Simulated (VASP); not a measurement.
Wanted: the native input for a VASP 6.6.1 run.

```
Task                   : single point
Functional             : r2SCAN
Potentials or basis    : VASP PAW PBE potentials, release 64 (Ta_pv, As)
Cutoff                 : 520 eV
k mesh                 : 6 × 6 × 6
Occupations            : gaussian, width 0.1 eV
Spin                   : no spin polarisation
Dipole correction      : no
Further INCAR settings : ALGO = Normal; EDIFF = 1e-06; NBANDS = 15
```

The system is TaAs.

```
Ta As
1.0
     3.31760    0.00000    0.00000
    -1.65880    2.87313    0.00000
     0.00000    0.00000    3.25937
Ta As
1 1
Direct
  0.33333 0.66667 0.50000
  0.00000 0.00000 0.00000
```

These files were run (other wordings do the same):

POSCAR

```
TaAs
1.0
    3.3176017096      0.0000000000      0.0000000000
   -1.6588008548      2.8731273601      0.0000000000
    0.0000000000      0.0000000000      3.2593707200
Ta As
1 1
Direct
    0.3333333333      0.6666666667      0.5000000000
    0.0000000000      0.0000000000      0.0000000000
```

INCAR.step1

```
SYSTEM = TaAs
ALGO     = Normal         ! electronic algorithm
EDIFF    = 1E-4           ! SCF threshold, eV
ENCUT    = 520            ! plane-wave cutoff, eV
GGA      = PE             ! functional
ISMEAR   = 0              ! smearing method
LASPH    = .TRUE.         ! aspherical terms in the spheres
LCHARG   = .FALSE.        ! write CHGCAR
LREAL    = .FALSE.        ! projectors in reciprocal space
LWAVE    = .TRUE.         ! write WAVECAR
NBANDS   = 15             ! bands
NELM     = 100            ! most SCF steps
PREC     = Accurate       ! precision mode
SIGMA    = 0.1            ! smearing width, eV
```

INCAR.step2

```
SYSTEM = TaAs
ALGO     = Normal         ! electronic algorithm
EDIFF    = 1E-6           ! SCF threshold, eV
ENCUT    = 520            ! plane-wave cutoff, eV
ISIF     = 2              ! what is computed and relaxed
ISMEAR   = 0              ! smearing method
ISTART   = 1            
LASPH    = .TRUE.         ! aspherical terms in the spheres
LCHARG   = .FALSE.        ! write CHGCAR
LMIXTAU  = .TRUE.       
LREAL    = .FALSE.        ! projectors in reciprocal space
LWAVE    = .FALSE.        ! write WAVECAR
METAGGA  = R2SCAN         ! meta-GGA
NBANDS   = 15             ! bands
NELM     = 100            ! most SCF steps
PREC     = Accurate       ! precision mode
SIGMA    = 0.1            ! smearing width, eV
```

KPOINTS

```
k-points
0
G
  6 6 6
  0 0 0
```

Potentials or basis: VASP PAW PBE potentials, release 64 (Ta_pv, As).

Run with:

```bash
$ cat potpaw_PBE.64/Ta_pv/POTCAR potpaw_PBE.64/As/POTCAR > POTCAR
$ cp INCAR.step1 INCAR
$ mpirun -np 1 vasp_std > vasp.out
$ cp INCAR.step2 INCAR
$ mpirun -np 1 vasp_std > vasp.out
```

Results of the run:

```json
{
  "Pressure": "29.1 GPa",
  "Band gap on the k mesh": "zero (bands 8 and 9 overlap by 0.48 eV)"
}
```

Caveat: the k points lie up to 0.36 Å⁻¹ apart; the PAW data sets were made with another functional, which shifts forces and pressure a little; spin-orbit coupling is left out, which moves the levels of the heavy elements.

Wall time 100 s on 1 thread of Intel Xeon 8259CL (shared host), peak memory 0.16 GiB.
